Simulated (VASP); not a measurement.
# Ba: single point with LDA

The system is Ba.

```
Ba
1.0
    -2.31373    2.31373    2.31373
     2.31373   -2.31373    2.31373
     2.31373    2.31373   -2.31373
Ba
1
Direct
  0.00000 0.00000 0.00000
```

```json
{"Program": "VASP 6.6.1", "Task": "single point", "Functional": "LDA", "Potentials or basis": "VASP PAW LDA potentials, release 64 (Ba_sv)", "Cutoff": "520 eV", "k mesh": "15 × 15 × 15", "Occupations": "fermi-dirac, width 0.1 eV", "Spin": "no spin polarisation", "Dipole correction": "no", "Further INCAR settings": "ALGO = Normal; EDIFF = 1e-06; NBANDS = 11"}
```

```yaml
Pressure: 1.1 GPa
Band_gap_on_the_k_mesh: zero (bands 5 and 6 overlap by 1.48 eV)
```

Levels at points of the mesh, in eV from the Fermi level:
```tsv
k point	band 3	band 4	band 5	band 6	band 7	band 8
(0.00, 0.00, 0.00)	-13.24	-13.24	-2.82	2.00	2.00	2.00
```

Wall time 32 s on 1 thread of Intel(R) Xeon(R) Platinum 8488C (Sapphire Rapids), with other jobs on the host, peak memory 0.19 GiB.

Caveat: spin-orbit coupling is left out, which moves the levels of the heavy elements.
